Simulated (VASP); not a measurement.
# ZnH2S in VASP: further runs, part 2 of 2

VASP 6.6.1. The steps go on from the part before.

## 3. Single point, PBE

This run uses another cell than the first one.

The input, INCAR:

```
PREC = Accurate
ENCUT = 520
EDIFF = 1E-6
ISMEAR = 0
SIGMA = 0.05
LREAL = Auto
LASPH = True
NELM = 100
ALGO = Normal
ISIF = 2
LWAVE = False
LCHARG = True
GGA = PE
LELF = True
LVHAR = True
NBANDS = 66
```

The input, KPOINTS:

```
regular mesh
0
Gamma
  1 1 9
```

The input, POSCAR:

```
ZnH2S
1.0
   17.3000000000      0.0000000000      0.0000000000
    0.0000000000     17.8000000000      0.0000000000
    0.0000000000      0.0000000000      3.9945184275
Zn S H
5 5 10
Direct
    0.5470159223      0.4748432018      0.5000000000
    0.6836377994      0.6334133483      0.0000000000
    0.4262946089      0.6261692129      0.0000000000
    0.4420584256      0.2901473760      0.0000000000
    0.3234227314      0.4760674776      0.5000000000
    0.5597736785      0.6905980665      0.0000000000
    0.5468057864      0.3967531619      0.0000000000
    0.4386255609      0.5471842125      0.5000000000
    0.6587130530      0.5504567234      0.5000000000
    0.3496307837      0.3915980371      0.0000000000
    0.5599990992      0.7172093042      0.3717499553
    0.5599990992      0.7172093042      0.6282500447
    0.6170023773      0.3632160698      0.0000000000
    0.7666697914      0.6643664391      0.0000000000
    0.3633823130      0.6876788735      0.0000000000
    0.4535080281      0.2442429561      0.3801771375
    0.4535080281      0.2442429561      0.6198228625
    0.7203543699      0.5036235175      0.5000000000
    0.2377189242      0.4994903489      0.5000000000
    0.2824403526      0.3528473110      0.0000000000
```

Potentials or basis: VASP PAW PBE potentials, release 64 (Zn, S, H).

Run with:

```console
$ cat potpaw_PBE.64/Zn/POTCAR potpaw_PBE.64/S/POTCAR potpaw_PBE.64/H/POTCAR > POTCAR
$ mpirun -np 1 vasp_std > vasp.out
```

OUTCAR:

```text
PREC = Accurate
   ENCUT = 520
   EDIFF = 1E-6
   ISMEAR = 0
   LREAL = Auto
   LASPH = True
   NELM = 100
   ISIF = 2
   GGA = PE

 ion  position               nearest neighbor table
   1  0.547  0.475  0.500-   8 2.27   9 2.35   7 2.43   7 2.43
   2  0.684  0.633  0.000-  14 1.54   6 2.37   9 2.52   9 2.52
   3  0.426  0.626  0.000-  15 1.54   8 2.45   8 2.45   6 2.58
   4  0.442  0.290  0.000-  16 1.74  17 1.74  10 2.41   7 2.62
   5  0.323  0.476  0.500-  19 1.54   8 2.36  10 2.54  10 2.54
   6  0.560  0.691  0.000-  11 1.56  12 1.56   2 2.37   3 2.58
   7  0.547  0.397  0.000-  13 1.35   1 2.43   1 2.43   4 2.62
   8  0.439  0.547  0.500-   1 2.27   5 2.36   3 2.45   3 2.45
   9  0.659  0.550  0.500-  18 1.35   1 2.35   2 2.52   2 2.52
  10  0.350  0.392  0.000-  20 1.35   4 2.41   5 2.54   5 2.54
  11  0.560  0.717  0.372-   6 1.56
  12  0.560  0.717  0.628-   6 1.56
  13  0.617  0.363  0.000-   7 1.35
  14  0.767  0.664  0.000-   2 1.54
  15  0.363  0.688  0.000-   3 1.54
  16  0.454  0.244  0.380-   4 1.74
  17  0.454  0.244  0.620-   4 1.74
  18  0.720  0.504  0.500-   9 1.35
  19  0.238  0.499  0.500-   5 1.54
  20  0.282  0.353  0.000-  10 1.35

  LATTYP: Found a simple orthorhombic cell.
 ALAT       =     3.9945184275
 B/A-ratio  =     4.3309350837
 C/A-ratio  =     4.4561066179

  Lattice vectors:

 A1 = (   0.0000000000,   0.0000000000,   3.9945184275)
 A2 = (  17.3000000000,   0.0000000000,   0.0000000000)
 A3 = (   0.0000000000,  17.8000000000,   0.0000000000)

Analysis of symmetry for initial positions (statically):
=====================================================================
 Subroutine PRICEL returns:
 Original cell was already a primitive cell.

 Routine SETGRP: Setting up the symmetry group for a
 simple orthorhombic supercell.

 Subroutine GETGRP returns: Found  2 space group operations
 (whereof  2 operations were pure point group operations)
 out of a pool of  8 trial point group operations.

The static configuration has the point symmetry C_1h.

Analysis of symmetry for dynamics (positions and initial velocities):
[... 154 lines left out ...]
   AEXX    =    0.0000 exact exchange contribution
   IVDW    =     0    specifies the selected vdW correction
   LEPSILON=     F    determine dielectric tensor
   LRPA    =     F    only Hartree local field effects (RPA)
 non-spin polarized calculation
 Gauss-broadening in eV      SIGMA  =   0.05
  energy-cutoff  :      520.00
  volume of cell :     1230.07
 maximum number of plane-waves:     33177
 NGX is ok and might be reduce to   140
   NGX = 65   NGY = 67   NGZ = 15

 number of electron     100.0000041 magnetization

 Free energy of the ion-electron system (eV)
  ---------------------------------------------------
  ext. energy  EPLUGINS =         0.00000000
  ---------------------------------------------------
  free energy    TOTEN  =       -61.00247205 eV

  energy without entropy =      -60.99608555  energy(sigma->0) =      -60.99927880

 E-fermi :  -3.1271     XC(G=0):  -2.6448

 val. band max:       -3.1681654987   @ k =   0.0000   0.0000   0.2222
 cond. band min:      -3.0860349784   @ k =   0.0000   0.0000   0.2222
 fundamental gap:      0.0821305203
 Fermi energy:        -3.1271002385

 k-point     1 :       0.0000    0.0000    0.0000
  band No.  band energies     occupation
      1     -18.0637      2.00000
      2     -17.7846      2.00000
      3     -17.4531      2.00000
      4     -17.2931      2.00000
      5     -16.2967      2.00000
      6     -11.4961      2.00000
[... 314 lines left out ...]
     61       1.2255      0.00000
     62       1.4009      0.00000
 [bands above 62 left out]

------------------------ aborting loop because EDIFF is reached ----------------------------------------

  FORCE on cell =-STRESS in cart. coord.  units (eV):
  Direction    XX          YY          ZZ          XY          YZ          ZX
  --------------------------------------------------------------------------------------
  -------------------------------------------------------------------------------------
  Total       -0.1300503     -0.1062788      0.1614664      0.0067748      0.0000000      0.0000000
  in kB       -0.1693914     -0.1384289      0.2103112      0.0088243      0.0000000      0.0000000
  external PRESSURE =      -0.0325030 kB  Pullay stress =       0.0000000 kB

 VOLUME and BASIS-vectors are now :
 -----------------------------------------------------------------------------
  energy-cutoff  :      520.00
  volume of cell :     1230.07
      direct lattice vectors                 reciprocal lattice vectors
    17.300000000  0.000000000  0.000000000     0.057803468  0.000000000  0.000000000
     0.000000000 17.800000000  0.000000000     0.000000000  0.056179775  0.000000000
     0.000000000  0.000000000  3.994518428     0.000000000  0.000000000  0.250343068

 POSITION                                       TOTAL-FORCE (eV/Angst)
 -----------------------------------------------------------------------------------
      9.46338      8.45221      1.99726         0.001902      0.009711      0.000000
     11.82693     11.27476      0.00000         0.009916      0.008826      0.000000
      7.37490     11.14581      0.00000        -0.011843      0.014889      0.000000
      7.64761      5.16462      0.00000        -0.000655      0.004946      0.000000
      5.59521      8.47400      1.99726        -0.009607     -0.002630      0.000000
      9.68408     12.29265      0.00000        -0.012368      0.033501      0.000000
[... 12 lines left out ...]
      4.11254      8.89093      1.99726        -0.018961      0.003580      0.000000
      4.88622      6.28068      0.00000         0.060395      0.033297      0.000000
 -----------------------------------------------------------------------------------
    total drift:                                0.000884      0.000979      0.000011

  FREE ENERGIE OF THE ION-ELECTRON SYSTEM (eV)
  ---------------------------------------------------
  free  energy   TOTEN  =       -61.0024720458 eV

  energy  without entropy=      -60.9960855508  energy(sigma->0) =      -60.99927880
```

OSZICAR:

```text
N       E                     dE             d eps       ncg     rms          rms(c)
DAV:   1     0.588896521913E+03    0.58890E+03   -0.36020E+04   716   0.115E+03
DAV:   2     0.273891368086E+02   -0.56151E+03   -0.54742E+03   846   0.252E+02
DAV:   3    -0.613166300358E+02   -0.88706E+02   -0.88093E+02   816   0.961E+01
[... 26 lines left out ...]
DAV:  30    -0.610024662210E+02   -0.70874E-05   -0.43321E-07   534   0.326E-03    0.130E-03
DAV:  31    -0.610024680165E+02   -0.17955E-05   -0.15224E-07   544   0.541E-03    0.127E-03
DAV:  32    -0.610024696109E+02   -0.15944E-05   -0.13020E-07   518   0.154E-03    0.241E-03
DAV:  33    -0.610024711550E+02   -0.15442E-05   -0.82709E-08   518   0.357E-03    0.809E-04
DAV:  34    -0.610024720458E+02   -0.89083E-06   -0.77026E-08   512   0.111E-03
   1 F= -.61002472E+02 E0= -.60999279E+02  d E =-.638650E-02
```

stdout:

```text
POSCAR found type information on POSCAR ZnS H
 POSCAR found :  3 types and      20 ions
 scaLAPACK will be used
 LDA part: xc-table for (Slater+PW92), standard interpolation
 POSCAR, INCAR and KPOINTS ok, starting setup
 FFT: planning ... GRIDC
 FFT: planning ... GRID_SOFT
 FFT: planning ... GRID
 WAVECAR not read
 entering main loop
```

It took 14 min on 1 thread of Intel Xeon 6975P-C (Granite Rapids), shared host; peak memory 1.2 GiB.

Results:

```
Free energy            : -61.0025 eV
Largest force          : 0.089 eV/Å
Band gap on the k mesh : 0.08 eV
```

Forces on the atoms (eV/Å):
```
Zn   0.002  0.010  0.000
Zn   0.010  0.009  0.000
Zn  -0.012  0.015  0.000
Zn  -0.001  0.005  0.000
Zn  -0.010 -0.003  0.000
S   -0.012  0.034  0.000
S    0.065 -0.047  0.000
S    0.027  0.004  0.000
S    0.064 -0.061  0.000
S   -0.067 -0.044  0.000
H   -0.002 -0.015  0.007
H   -0.002 -0.015 -0.007
H   -0.058  0.029  0.000
H    0.016  0.005  0.000
H   -0.007  0.004  0.000
H    0.003 -0.008  0.031
H    0.003 -0.008 -0.031
H   -0.062  0.048  0.000
H   -0.019  0.004  0.000
H    0.060  0.033  0.000
```

Levels at points of the mesh, in eV from the valence-band top:
```csv
k point,band 48,band 49,band 50,band 51,band 52,band 53
"(0.00, 0.00, 0.00)",-1.83,-1.45,-1.42,1.59,2.21,2.29
```
